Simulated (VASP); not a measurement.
# Sr3Zn (P6_3/mmc) in VASP: single point with PBE

Aim: the single point of Sr3Zn with PBE.

Everything below comes from runs of VASP 6.6.1. Logs are shortened: lines on timing, memory, paths and dates and some standing lists are left out, and cuts for length are marked.

**1. The cell of the first run**

It takes space group P6_3/mmc (No. 194, hexagonal). The conventional cell has a = 7.815 Å, b = 7.815 Å, c = 6.273 Å, α = 90.00°, β = 90.00°, γ = 120.00°. Sr (site symmetry mm2) has 4 Zn at 3.86 to 3.91 Å and 8 Sr at 3.87 to 3.92 Å within 5.1 Å. Within 5.1 Å of Zn (site symmetry -6m2) lie 12 Sr at 3.86 to 3.91 Å.

**2. Single point, PBE**

INCAR reads:

```
ALGO = Fast
EDIFF = 1E-6
ENCUT = 520
GGA = PE
ISIF = 2
ISMEAR = 0
LASPH = True
LCHARG = True
LELF = True
LREAL = False
LVHAR = True
LWAVE = False
NBANDS = 52
NELM = 60
PREC = Accurate
SIGMA = 0.1
```

KPOINTS reads:

```
k-points
0
Gamma
  3 3 4
```

POSCAR reads:

```
Sr3Zn
1.0
    7.8152637469      0.0000000000      0.0000000000
   -3.9076318735      6.7682169421      0.0000000000
    0.0000000000      0.0000000000      6.2729549920
Sr Zn
6 2
Direct
    0.8330000000      0.6660000000      0.2500000000
    0.1670000000      0.8330000000      0.7500000000
    0.3340000000      0.1670000000      0.2500000000
    0.1670000000      0.3340000000      0.7500000000
    0.8330000000      0.1670000000      0.2500000000
    0.6660000000      0.8330000000      0.7500000000
    0.3333333333      0.6666666667      0.2500000000
    0.6666666667      0.3333333333      0.7500000000
```

Potentials or basis: VASP PAW PBE potentials, release 64 (Sr_sv, Zn).

Run with:

```
cat potpaw_PBE.64/Sr_sv/POTCAR potpaw_PBE.64/Zn/POTCAR > POTCAR
mpirun -np 1 vasp_std > vasp.out
```

OUTCAR:

```text
EDIFF = 1E-6
   ENCUT = 520
   GGA = PE
   ISIF = 2
   ISMEAR = 0
   LASPH = True
   LREAL = False
   NELM = 60
   PREC = Accurate

 ion  position               nearest neighbor table
   1  0.833  0.666  0.250-   8 3.86   8 3.86   2 3.87   2 3.87   6 3.87   6 3.87   3 3.90   5 3.90
                             7 3.91   7 3.91   3 3.92   5 3.92
   2  0.167  0.833  0.750-   7 3.86   7 3.86   1 3.87   1 3.87   3 3.87   3 3.87   6 3.90   4 3.90
                             8 3.91   8 3.91   6 3.92   4 3.92
   3  0.334  0.167  0.250-   8 3.86   8 3.86   2 3.87   2 3.87   4 3.87   4 3.87   1 3.90   5 3.90
                             7 3.91   7 3.91   1 3.92   5 3.92
   4  0.167  0.334  0.750-   7 3.86   7 3.86   5 3.87   5 3.87   3 3.87   3 3.87   6 3.90   2 3.90
                             8 3.91   8 3.91   6 3.92   2 3.92
   5  0.833  0.167  0.250-   8 3.86   8 3.86   4 3.87   4 3.87   6 3.87   6 3.87   3 3.90   1 3.90
                             7 3.91   7 3.91   3 3.92   1 3.92
   6  0.666  0.833  0.750-   7 3.86   7 3.86   5 3.87   5 3.87   1 3.87   1 3.87   4 3.90   2 3.90
                             8 3.91   8 3.91   4 3.92   2 3.92
   7  0.333  0.667  0.250-   2 3.86   2 3.86   6 3.86   6 3.86   4 3.86   4 3.86   1 3.91   3 3.91
                             5 3.91   5 3.91   1 3.91   3 3.91
   8  0.667  0.333  0.750-   5 3.86   5 3.86   3 3.86   3 3.86   1 3.86   1 3.86   4 3.91   6 3.91
                             2 3.91   2 3.91   4 3.91   6 3.91

  LATTYP: Found a hexagonal cell.
 ALAT       =     7.8152637469
 C/A-ratio  =     0.8026542923

  Lattice vectors:

 A1 = (   7.8152637469,   0.0000000000,   0.0000000000)
 A2 = (  -3.9076318735,   6.7682169421,   0.0000000000)
 A3 = (   0.0000000000,   0.0000000000,   6.2729549920)

Analysis of symmetry for initial positions (statically):
=====================================================================
 Subroutine PRICEL returns:
 Original cell was already a primitive cell.

 Routine SETGRP: Setting up the symmetry group for a
 hexagonal supercell.

 Subroutine GETGRP returns: Found 24 space group operations
 (whereof 12 operations were pure point group operations)
 out of a pool of 24 trial point group operations.

The static configuration has the point symmetry D_3d.
 The point group associated with its full space group is D_6h.

Analysis of symmetry for dynamics (positions and initial velocities):
=====================================================================
 Subroutine PRICEL returns:
 Original cell was already a primitive cell.

 Routine SETGRP: Setting up the symmetry group for a
 hexagonal supercell.

 Subroutine GETGRP returns: Found 24 space group operations
 (whereof 12 operations were pure point group operations)
 out of a pool of 24 trial point group operations.

The dynamic configuration has the point symmetry D_3d.
 The point group associated with its full space group is D_6h.

 Subroutine INISYM returns: Found 24 space group operations
 (whereof 12 operations are pure point group operations),
 and found     1 'primitive' translations

----------------------------------------------------------------------------------------

                                     Primitive cell

  volume of cell :     331.8105

  direct lattice vectors                    reciprocal lattice vectors
     7.815263747  0.000000000  0.000000000     0.127954735  0.073874701  0.000000000
    -3.907631874  6.768216942  0.000000000     0.000000000  0.147749401  0.000000000
     0.000000000  0.000000000  6.272954992     0.000000000  0.000000000  0.159414503

  length of vectors
     7.815263747  7.815263747  6.272954992     0.147749401  0.147749401  0.159414503

  position of ions in fractional coordinates (direct lattice)
     0.833000000  0.666000000  0.250000000
     0.167000000  0.833000000  0.750000000
     0.334000000  0.167000000  0.250000000
     0.167000000  0.334000000  0.750000000
     0.833000000  0.167000000  0.250000000
     0.666000000  0.833000000  0.750000000
     0.333333333  0.666666667  0.250000000
     0.666666667  0.333333333  0.750000000

  ion indices of the primitive-cell ions
   primitive index   ion index
                 1           1
                 2           2
                 3           3
                 4           4
                 5           5
                 6           6
                 7           7
                 8           8

----------------------------------------------------------------------------------------

 KPOINTS: k-points

Automatic generation of k-mesh.
 Grid dimensions read from file:
 generate k-points for:    3    3    4

 Generating k-lattice:

  Cartesian coordinates                     Fractional coordinates (reciprocal lattice)
     0.042651578  0.024624900  0.000000000     0.333333333  0.000000000  0.000000000
     0.000000000  0.049249800  0.000000000     0.000000000  0.333333333  0.000000000
     0.000000000  0.000000000  0.039853626     0.000000000  0.000000000  0.250000000

  Length of vectors
     0.049249800  0.049249800  0.039853626

  Shift w.r.t. Gamma in fractional coordinates (k-lattice)
     0.000000000  0.000000000  0.000000000

 Subroutine IBZKPT returns following result:
 ===========================================

 Found      9 irreducible k-points:

 Following reciprocal coordinates:
            Coordinates               Weight
  0.000000  0.000000  0.000000      1.000000
  0.333333 -0.000000  0.000000      6.000000
  0.333333  0.333333  0.000000      2.000000
  0.000000  0.000000  0.250000      2.000000
  0.333333 -0.000000  0.250000     12.000000
  0.333333  0.333333  0.250000      4.000000
  0.000000  0.000000  0.500000      1.000000
  0.333333 -0.000000  0.500000      6.000000
  0.333333  0.333333  0.500000      2.000000
   k-points           NKPTS =      9   k-points in BZ     NKDIM =      9   number of bands    NBANDS=     52
   number of dos      NEDOS =    301   number of ions     NIONS =      8
   total plane-waves  NPLWV = 172800
   dimension x,y,z NGX =    60 NGY =   60 NGZ =   48
   dimension x,y,z NGXF=   120 NGYF=  120 NGZF=   96
   ions per type =               6   2
   NGX,Y,Z   is equivalent  to a cutoff of  12.76, 12.76, 12.72 a.u.
   NGXF,Y,Z  is equivalent  to a cutoff of  25.53, 25.53, 25.44 a.u.
 SYSTEM =  unknown system
   PREC   = accura    normal or accurate (medium, high low for compatibility)
   ISTART =      0    job   : 0-new  1-cont  2-samecut
   ICHARG =      2    charge: 1-file 2-atom 10-const
   ISPIN  =      1    spin polarized calculation?
   LNONCOLLINEAR =      F non collinear calculations
   LSORBIT =      F    spin-orbit coupling
   LASPH  =      T    aspherical Exc in radial PAW
   ENCUT  =  520.0 eV  38.22 Ry    6.18 a.u.  14.53 14.53 11.66*2*pi/ulx,y,z
   NELM   =     60;   NELMIN=  2; NELMDL= -5     # of ELM steps
   EDIFF  = 0.1E-05   stopping-criterion for ELM
   LREAL  =      F    real-space projection
[... 7 lines left out ...]
   TEBEG  =    0.0;   TEEND  =   0.0 temperature during run
   PSTRESS=    0.0 pullay stress
   NELECT =      84.0000    total number of electrons
   NUPDOWN=      -1.0000    fix difference up-down
   EMIN   =  10.00;   EMAX   =-10.00  energy-range for DOS
   EFERMI =   0.00;   METHOD = LEGACY
   ISMEAR =     0;   SIGMA  =   0.10  broadening in eV -4-tet -1-fermi 0-gaus
   EFERMI_NEDOS =   21; number of points for ismear=-14 and -15
   IALGO  =     68    algorithm
   IMIX   =      4    mixing-type and parameters
     AMIX     =   0.40;   BMIX     =  1.00
     AMIX_MAG =   1.60;   BMIX_MAG =  1.00
  volume/ion in A,a.u.               =      41.48       279.90
  Fermi-wavevector in a.u.,A,eV,Ry     =   1.035630  1.957057 14.592646  1.072529
  Thomas-Fermi vector in A             =   2.169982
   LORBIT       =      0    0 simple, 1 ext, 2 COOP (PROOUT), +10 PAW based schemes
   GGA     = PE    functional components
   LHFCALC =     F    Hartree Fock is set to
   AEXX    =    0.0000 exact exchange contribution
   IVDW    =     0    specifies the selected vdW correction
   LEPSILON=     F    determine dielectric tensor
   LRPA    =     F    only Hartree local field effects (RPA)
 non-spin polarized calculation
 RMM-DIIS sequential band-by-band and
 Gauss-broadening in eV      SIGMA  =   0.10
  energy-cutoff  :      520.00
  volume of cell :      331.81
 maximum number of plane-waves:      8993
 NGX is ok and might be reduce to    60
   NGX = 29   NGY = 29   NGZ = 23

 number of electron      83.9999985 magnetization

 Free energy of the ion-electron system (eV)
  ---------------------------------------------------
  ext. energy  EPLUGINS =         0.00000000
  ---------------------------------------------------
  free energy    TOTEN  =       -11.39436391 eV

  energy without entropy =      -11.33519370  energy(sigma->0) =      -11.36477881

 E-fermi :   1.8437     XC(G=0):  -8.0286

 val. band max:        1.8140924915   @ k =   0.3333  -0.0000   0.2500
 cond. band min:       1.8558097753   @ k =   0.3333   0.3333   0.2500
 fundamental gap:      0.0417172838
 Fermi energy:         1.8436556841

 k-point     1 :       0.0000    0.0000    0.0000
  band No.  band energies     occupation
      1     -34.5604      2.00000
      2     -34.5289      2.00000
      3     -34.5289      2.00000
      4     -34.5257      2.00000
      5     -34.5120      2.00000
      6     -34.5120      2.00000
[... 44 lines left out ...]
     51       3.8163      0.00000
     52       3.8389      0.00000

 k-point     2 :       0.3333   -0.0000    0.0000
  band No.  band energies     occupation
      1     -34.5542      2.00000
      2     -34.5360      2.00000
      3     -34.5290      2.00000
      4     -34.5231      2.00000
      5     -34.5138      2.00000
      6     -34.5119      2.00000
[... 44 lines left out ...]
     51       3.6621      0.00000
     52       4.1189      0.00000
[... 328 lines left out ...]
     51       3.5141      0.00000
     52       3.6350      0.00000

 k-point     9 :       0.3333    0.3333    0.5000
  band No.  band energies     occupation
      1     -34.5321      2.00000
      2     -34.5321      2.00000
      3     -34.5315      2.00000
      4     -34.5315      2.00000
      5     -34.5204      2.00000
      6     -34.5204      2.00000
[... 44 lines left out ...]
     51       3.8095      0.00000
     52       3.8735      0.00000

------------------------ aborting loop because EDIFF is reached ----------------------------------------

  FORCE on cell =-STRESS in cart. coord.  units (eV):
  Direction    XX          YY          ZZ          XY          YZ          ZX
  --------------------------------------------------------------------------------------
  -------------------------------------------------------------------------------------
  Total       -0.7833311     -0.7833311     -0.1018570      0.0000000      0.0000000      0.0000000
  in kB       -3.7823862     -3.7823862     -0.4918260      0.0000000      0.0000000      0.0000000
  external PRESSURE =      -2.6855328 kB  Pullay stress =       0.0000000 kB

 VOLUME and BASIS-vectors are now :
 -----------------------------------------------------------------------------
  energy-cutoff  :      520.00
  volume of cell :      331.81
      direct lattice vectors                 reciprocal lattice vectors
     7.815263747  0.000000000  0.000000000     0.127954735  0.073874701  0.000000000
    -3.907631874  6.768216942  0.000000000     0.000000000  0.147749401  0.000000000
     0.000000000  0.000000000  6.272954992     0.000000000  0.000000000  0.159414503

 POSITION                                       TOTAL-FORCE (eV/Angst)
 -----------------------------------------------------------------------------------
      3.90763      4.50763      1.56824         0.000000     -0.387173     -0.000000
     -1.94991      5.63792      4.70472         0.335301     -0.193586      0.000000
      1.95772      1.13029      1.56824         0.335301      0.193586      0.000000
     -0.00000      2.26058      4.70472        -0.000000      0.387173     -0.000000
      5.85754      1.13029      1.56824        -0.335301      0.193586      0.000000
      1.94991      5.63792      4.70472        -0.335301     -0.193586     -0.000000
     -0.00000      4.51214      1.56824        -0.000000     -0.000000     -0.000000
      3.90763      2.25607      4.70472        -0.000000      0.000000     -0.000000
 -----------------------------------------------------------------------------------
    total drift:                               -0.000000      0.000000      0.000000

  FREE ENERGIE OF THE ION-ELECTRON SYSTEM (eV)
  ---------------------------------------------------
  free  energy   TOTEN  =       -11.3943639142 eV

  energy  without entropy=      -11.3351936971  energy(sigma->0) =      -11.36477881
```

Run time: 4.1 min. Hardware: 1 thread of AMD EPYC 9R45 (Zen 5), shared host; peak memory 0.45 GiB.

Results:

```
Free energy            : -11.3944 eV
Pressure               : -0.3 GPa
Largest force          : 0.387 eV/Å
Band gap on the k mesh : zero (bands 42 and 43 overlap by 0.60 eV)
```

Forces on the atoms (eV/Å):
```
Sr   0.000 -0.387  0.000
Sr   0.335 -0.194  0.000
Sr   0.335  0.194  0.000
Sr   0.000  0.387  0.000
Sr  -0.335  0.194  0.000
Sr  -0.335 -0.194  0.000
Zn   0.000  0.000  0.000
Zn   0.000  0.000  0.000
```

Levels at points of the mesh, in eV from the Fermi level:
```tsv
k point	band 39	band 40	band 41	band 42	band 43	band 44	band 45	band 46
(0.00, 0.00, 0.00)	-0.86	-0.60	-0.57	-0.57	-0.52	0.32	0.59	0.59
(0.00, 0.00, 0.50)	-0.26	-0.26	-0.26	-0.26	0.31	0.31	0.31	0.31
```

The gap in the log of VASP goes by the Fermi energy; the results here count the filled bands.